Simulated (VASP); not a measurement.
# P (Fm-3m) in VASP: further runs

P is run at these levels: PBE; tasks: single point, relaxation of cell and atoms.

Everything below comes from runs of VASP 6.6.1. Logs are shortened: lines on timing, memory, paths and dates and some standing lists are left out, and cuts for length are marked.

## 1. The cell of the first run

The structure is cubic, space group Fm-3m (No. 225). The conventional cell has a = 3.867 Å, b = 3.867 Å, c = 3.867 Å, α = 90.00°, β = 90.00°, γ = 90.00°. Within 3.6 Å of P (site symmetry m-3m) lie 12 P at 2.73 Å.

This isn't the form of P at room conditions, which is orthorhombic.

## 2. Single point, PBE

Contents of INCAR:

```
SYSTEM = P
PREC     = Accurate       ! precision mode
ENCUT    = 500            ! plane-wave cutoff, eV
EDIFF    = 1E-6           ! SCF threshold, eV
ISMEAR   = 0              ! smearing method
SIGMA    = 0.05           ! smearing width, eV
LREAL    = .False.        ! projectors in reciprocal space
LASPH    = .True.         ! aspherical terms in the spheres
NELM     = 120            ! most SCF steps
ALGO     = Normal         ! electronic algorithm
ISIF     = 2              ! what is computed and relaxed
LWAVE    = .False.        ! write WAVECAR
LCHARG   = .False.        ! write CHGCAR
GGA      = PE             ! functional
NBANDS   = 8              ! bands
GGA_COMPAT= .False.
```

Contents of KPOINTS:

```
Automatic mesh
0
Gamma
  10 10 10
  0 0 0
```

Contents of POSCAR:

```
P
1.0
    0.0000000000      1.9332800289      1.9332800289
    1.9332800289      0.0000000000      1.9332800289
    1.9332800289      1.9332800289      0.0000000000
P
1
Direct
    0.0000000000      0.0000000000      0.0000000000
```

Potentials or basis: VASP PAW PBE potentials, release 64 (P).

Command:

```bash
$ cat potpaw_PBE.64/P/POTCAR > POTCAR
$ mpirun -np 1 vasp_std > vasp.out
```

OUTCAR:

```text
SYSTEM = P
   PREC = Accurate
   ENCUT = 500
   EDIFF = 1E-6
   ISMEAR = 0
   LREAL = .False.
   LASPH = .True.
   NELM = 120
   ISIF = 2
   GGA = PE

 ion  position               nearest neighbor table
   1  0.000  0.000  0.000-

  LATTYP: Found a face centered cubic cell.
 ALAT       =     3.8665600578

  Lattice vectors:

 A1 = (   0.0000000000,   1.9332800289,   1.9332800289)
 A2 = (   1.9332800289,   0.0000000000,   1.9332800289)
 A3 = (   1.9332800289,   1.9332800289,   0.0000000000)

Analysis of symmetry for initial positions (statically):
=====================================================================
 Subroutine PRICEL returns:
 Original cell was already a primitive cell.

 Routine SETGRP: Setting up the symmetry group for a
 face centered cubic supercell.

 Subroutine GETGRP returns: Found 48 space group operations
 (whereof 48 operations were pure point group operations)
 out of a pool of 48 trial point group operations.

The static configuration has the point symmetry O_h .

Analysis of symmetry for dynamics (positions and initial velocities):
=====================================================================
 Subroutine PRICEL returns:
 Original cell was already a primitive cell.

 Routine SETGRP: Setting up the symmetry group for a
 face centered cubic supercell.

 Subroutine GETGRP returns: Found 48 space group operations
 (whereof 48 operations were pure point group operations)
 out of a pool of 48 trial point group operations.

The dynamic configuration has the point symmetry O_h .

 Subroutine INISYM returns: Found 48 space group operations
 (whereof 48 operations are pure point group operations),
 and found     1 'primitive' translations

----------------------------------------------------------------------------------------

                                     Primitive cell

  volume of cell :      14.4515

  direct lattice vectors                    reciprocal lattice vectors
     0.000000000  1.933280029  1.933280029    -0.258627820  0.258627820  0.258627820
     1.933280029  0.000000000  1.933280029     0.258627820 -0.258627820  0.258627820
     1.933280029  1.933280029  0.000000000     0.258627820  0.258627820 -0.258627820

  length of vectors
[... 79 lines left out ...]
   NELM   =    120;   NELMIN=  2; NELMDL= -5     # of ELM steps
   EDIFF  = 0.1E-05   stopping-criterion for ELM
   LREAL  =      F    real-space projection
   EDIFFG = 0.1E-04   stopping-criterion for IOM
   NSW    =      0    number of steps for IOM
   IBRION =     -1    ionic relax: 0-MD 1-quasi-New 2-CG
   NFREE  =      0    steps in history (QN), initial steepest desc. (CG)
   ISIF   =      2    stress and relaxation
   ISYM   =      2    0-nonsym 1-usesym 2-fastsym
   POTIM  = 0.5000    time-step for ionic-motion
   TEBEG  =    0.0;   TEEND  =   0.0 temperature during run
   PSTRESS=    0.0 pullay stress
   NELECT =       5.0000    total number of electrons
   NUPDOWN=      -1.0000    fix difference up-down
   EMIN   =  10.00;   EMAX   =-10.00  energy-range for DOS
   EFERMI =   0.00;   METHOD = LEGACY
   ISMEAR =     0;   SIGMA  =   0.05  broadening in eV -4-tet -1-fermi 0-gaus
   EFERMI_NEDOS =   21; number of points for ismear=-14 and -15
   IALGO  =     38    algorithm
   IMIX   =      4    mixing-type and parameters
     AMIX     =   0.40;   BMIX     =  1.00
     AMIX_MAG =   1.60;   BMIX_MAG =  1.00
  volume/ion in A,a.u.               =      14.45        97.52
  Fermi-wavevector in a.u.,A,eV,Ry     =   1.149282  2.171829 17.971254  1.320850
  Thomas-Fermi vector in A             =   2.285953
   LORBIT       =      0    0 simple, 1 ext, 2 COOP (PROOUT), +10 PAW based schemes
   GGA     = PE    functional components
   LHFCALC =     F    Hartree Fock is set to
   AEXX    =    0.0000 exact exchange contribution
   IVDW    =     0    specifies the selected vdW correction
   LEPSILON=     F    determine dielectric tensor
   LRPA    =     F    only Hartree local field effects (RPA)
 non-spin polarized calculation
 Gauss-broadening in eV      SIGMA  =   0.05
  energy-cutoff  :      500.00
  volume of cell :       14.45
 maximum number of plane-waves:       377
   NGX =  9   NGY =  9   NGZ =  9

 number of electron       4.9999999 magnetization

 Free energy of the ion-electron system (eV)
  ---------------------------------------------------
  ext. energy  EPLUGINS =         0.00000000
  ---------------------------------------------------
  free energy    TOTEN  =        -4.52487243 eV

  energy without entropy =       -4.52423663  energy(sigma->0) =       -4.52455453

 E-fermi :   9.8063     XC(G=0): -11.5129

 val. band max:        9.7236190605   @ k =   0.5000   0.4000   0.1000
 cond. band min:       9.8246964074   @ k =  -0.2000   0.1000   0.0000
 fundamental gap:      0.1010773469
 Fermi energy:         9.8062845785

 k-point     1 :       0.0000    0.0000    0.0000
  band No.  band energies     occupation
      1      -6.5272      2.00000
      2      16.7163      0.00000
      3      16.7163      0.00000
      4      16.7163      0.00000
      5      21.3169      0.00000
      6      21.3169      0.00000
      7      21.3169      0.00000
      8      27.5872      0.00000
[... 243 lines left out ...]
 k-point    24 :       0.4000    0.3000    0.0000
  band No.  band energies     occupation
      1      -1.8333      2.00000
      2       7.9743      2.00000
      3       9.9386      0.00018
      4      11.4492      0.00000
      5      15.7328      0.00000
      6      17.6487      0.00000
      7      28.9989      0.00000
      8      30.2718      0.00000

 [... further k-points ...]

------------------------ aborting loop because EDIFF is reached ----------------------------------------

  FORCE on cell =-STRESS in cart. coord.  units (eV):
  Direction    XX          YY          ZZ          XY          YZ          ZX
  --------------------------------------------------------------------------------------
  -------------------------------------------------------------------------------------
  Total       -0.0170153     -0.0170153     -0.0170153     -0.0000000     -0.0000000      0.0000000
  in kB       -1.8864042     -1.8864042     -1.8864042     -0.0000000     -0.0000000      0.0000000
  external PRESSURE =      -1.8864042 kB  Pullay stress =       0.0000000 kB

 VOLUME and BASIS-vectors are now :
 -----------------------------------------------------------------------------
  energy-cutoff  :      500.00
  volume of cell :       14.45
      direct lattice vectors                 reciprocal lattice vectors
     0.000000000  1.933280029  1.933280029    -0.258627820  0.258627820  0.258627820
     1.933280029  0.000000000  1.933280029     0.258627820 -0.258627820  0.258627820
     1.933280029  1.933280029  0.000000000     0.258627820  0.258627820 -0.258627820

 POSITION                                       TOTAL-FORCE (eV/Angst)
 -----------------------------------------------------------------------------------
      0.00000      0.00000      0.00000        -0.000000      0.000000      0.000000
 -----------------------------------------------------------------------------------
    total drift:                                0.000000      0.000000     -0.000000

  FREE ENERGIE OF THE ION-ELECTRON SYSTEM (eV)
  ---------------------------------------------------
  free  energy   TOTEN  =        -4.5248724262 eV

  energy  without entropy=       -4.5242366276  energy(sigma->0) =       -4.52455453
```

OSZICAR:

```text
N       E                     dE             d eps       ncg     rms          rms(c)
DAV:   1     0.838250571091E+00    0.83825E+00   -0.21103E+03   776   0.439E+02
DAV:   2    -0.449192591356E+01   -0.53302E+01   -0.48334E+01  1168   0.463E+01
DAV:   3    -0.453424689117E+01   -0.42321E-01   -0.42081E-01   808   0.462E+00
DAV:   4    -0.453429968828E+01   -0.52797E-04   -0.52797E-04  1280   0.184E-01
DAV:   5    -0.453429969931E+01   -0.11031E-07   -0.10265E-07   840   0.150E-03    0.403E+00
DAV:   6    -0.452760036370E+01    0.66993E-02   -0.46128E-03   848   0.354E-01    0.233E+00
DAV:   7    -0.452486985539E+01    0.27305E-02   -0.77576E-03   824   0.464E-01    0.110E-01
DAV:   8    -0.452487251028E+01   -0.26549E-05   -0.70434E-05  1168   0.602E-02    0.186E-02
DAV:   9    -0.452487242623E+01    0.84056E-07   -0.50803E-07   832   0.598E-03
   1 F= -.45248724E+01 E0= -.45245545E+01  d E =-.635799E-03
```

stdout:

```text
POSCAR found type information on POSCAR P
 POSCAR found :  1 types and       1 ions
 scaLAPACK will be used
 LDA part: xc-table for (Slater+PW92), standard interpolation
 POSCAR, INCAR and KPOINTS ok, starting setup
 FFT: planning ... GRIDC
 FFT: planning ... GRID_SOFT
 FFT: planning ... GRID
 WAVECAR not read
 entering main loop
```

It took 3.1 s on 1 thread of Intel Xeon Platinum 8488C (Sapphire Rapids), shared host; peak memory 0.11 GiB.

What came out:

```yaml
Free_energy: -4.5249 eV
Pressure: -0.2 GPa
Band_gap_on_the_k_mesh: zero (an odd number of electrons rules out a gap without spin polarisation)
```

## 3. Relaxation of cell and atoms, PBE

This run uses another cell than the first one, of 14.60 Å³/atom.

Contents of INCAR:

```
SYSTEM = P
PREC     = Accurate       ! precision mode
ENCUT    = 500            ! plane-wave cutoff, eV
EDIFF    = 1E-7           ! SCF threshold, eV
ISMEAR   = 0              ! smearing method
SIGMA    = 0.05           ! smearing width, eV
LREAL    = .FALSE.        ! projectors in reciprocal space
LASPH    = .TRUE.         ! aspherical terms in the spheres
NELM     = 120            ! most SCF steps
ALGO     = Normal         ! electronic algorithm
ISIF     = 3              ! what is computed and relaxed
LWAVE    = .FALSE.        ! write WAVECAR
LCHARG   = .FALSE.        ! write CHGCAR
GGA      = PE             ! functional
IBRION   = 2              ! ionic algorithm
NSW      = 80             ! ionic steps
EDIFFG   = -0.01          ! ionic threshold
GGA_COMPAT= .FALSE.      
NELMIN   = 4
```

Contents of KPOINTS:

```
Automatic mesh
0
G
  10 10 10
  0 0 0
```

Contents of POSCAR:

```
P
1.0
    0.0000000000      1.9400000000      1.9400000000
    1.9400000000      0.0000000000      1.9400000000
    1.9400000000      1.9400000000      0.0000000000
P
1
Direct
    0.0000000000      0.0000000000      0.0000000000
```

Potentials or basis: VASP PAW PBE potentials, release 64 (P).

Command:

```bash
$ cat potpaw_PBE.64/P/POTCAR > POTCAR
$ mpirun -np 1 vasp_std > vasp.out
```

OUTCAR:

```text
SYSTEM = P
   PREC = Accurate
   ENCUT = 500
   EDIFF = 1E-7
   ISMEAR = 0
   LREAL = .FALSE.
   LASPH = .TRUE.
   NELM = 120
   ISIF = 3
   GGA = PE
   IBRION = 2
   NSW = 80
   EDIFFG = -0.01
   NELMIN = 4

 ion  position               nearest neighbor table
   1  0.000  0.000  0.000-

  LATTYP: Found a face centered cubic cell.
 ALAT       =     3.8800000000

  Lattice vectors:

 A1 = (   0.0000000000,   1.9400000000,   1.9400000000)
 A2 = (   1.9400000000,   0.0000000000,   1.9400000000)
 A3 = (   1.9400000000,   1.9400000000,   0.0000000000)

Analysis of symmetry for initial positions (statically):
[... 242 lines left out ...]
 number of electron       4.9999999 magnetization

 Free energy of the ion-electron system (eV)
  ---------------------------------------------------
  ext. energy  EPLUGINS =         0.00000000
  ---------------------------------------------------
  free energy    TOTEN  =        -4.52492712 eV

  energy without entropy =       -4.52430142  energy(sigma->0) =       -4.52461427

 E-fermi :   9.8321     XC(G=0): -11.5206

 val. band max:        9.7462862755   @ k =   0.5000   0.4000   0.1000
 cond. band min:       9.8507322363   @ k =  -0.2000   0.1000   0.0000
 fundamental gap:      0.1044459608
 Fermi energy:         9.8321049988

 k-point     1 :       0.0000    0.0000    0.0000
  band No.  band energies     occupation
      1      -6.5205      2.00000
      2      16.7570      0.00000
      3      16.7570      0.00000
      4      16.7570      0.00000
      5      21.3453      0.00000
      6      21.3453      0.00000
[... 199 lines left out ...]
 k-point    24 :       0.4000    0.3000    0.0000
  band No.  band energies     occupation
      1      -1.8198      2.00000
      2       8.0021      2.00000
      3       9.9615      0.00025
      4      11.4770      0.00000
      5      15.7556      0.00000
      6      17.6776      0.00000

 [... further k-points ...]
[... 5 lines left out ...]
  --------------------------------------------------------------------------------------
  -------------------------------------------------------------------------------------
  Total        0.0003237      0.0003237      0.0003237      0.0000000      0.0000000      0.0000000
  in kB        0.0359473      0.0359473      0.0359473      0.0000000      0.0000000      0.0000000
  external PRESSURE =       0.0359473 kB  Pullay stress =       0.0000000 kB
[... 16 lines left out ...]
  FREE ENERGIE OF THE ION-ELECTRON SYSTEM (eV)
  ---------------------------------------------------
  free  energy   TOTEN  =        -4.5249271231 eV

  energy  without entropy=       -4.5243014172  energy(sigma->0) =       -4.52461427

 reached required accuracy - stopping structural energy minimisation
```

CONTCAR:

```text
P
   1.00000000000000
     0.0000000000000000    1.9321674903418273    1.9321674903418273
     1.9321674903418273   -0.0000000000000000    1.9321674903418273
     1.9321674903418273    1.9321674903418273   -0.0000000000000000
  P
     1
Direct
     0.0000000000000000    0.0000000000000000    0.0000000000000000

  0.00000000E+00  0.00000000E+00  0.00000000E+00
```

Run time: 5.6 s. Hardware: 1 thread of Intel Xeon Platinum 8488C (Sapphire Rapids), shared host; peak memory 0.11 GiB.

What came out:

* Free energy: -4.5249 eV
* Relaxed volume: 14.43 Å³/atom
* Relaxed cell: a = 2.732 Å, b = 2.732 Å, c = 2.732 Å, α = 60.00°, β = 60.00°, γ = 60.00°
* Space group after relaxing (to 0.1 Å): Fm-3m (No. 225)
* Energy gained by relaxing: 0.7 meV/atom
* Ionic steps: 3
* Pressure after relaxing: 0.0 GPa
* Band gap on the k mesh: zero (an odd number of electrons rules out a gap without spin polarisation)

The path:
```
step  energy change (eV)  largest force (eV/Å)  pressure (GPa)  volume (Å³)
   1              0.0000                0.0000           -1.23        14.60
   2             -0.0006                0.0000            0.44        14.37
   3             -0.0007                0.0000            0.00        14.43
```

Final structure:
```
CELL_PARAMETERS angstrom
0.00000 1.93217 1.93217
1.93217 0.00000 1.93217
1.93217 1.93217 0.00000
ATOMIC_POSITIONS crystal
P 0.00000 0.00000 0.00000
```
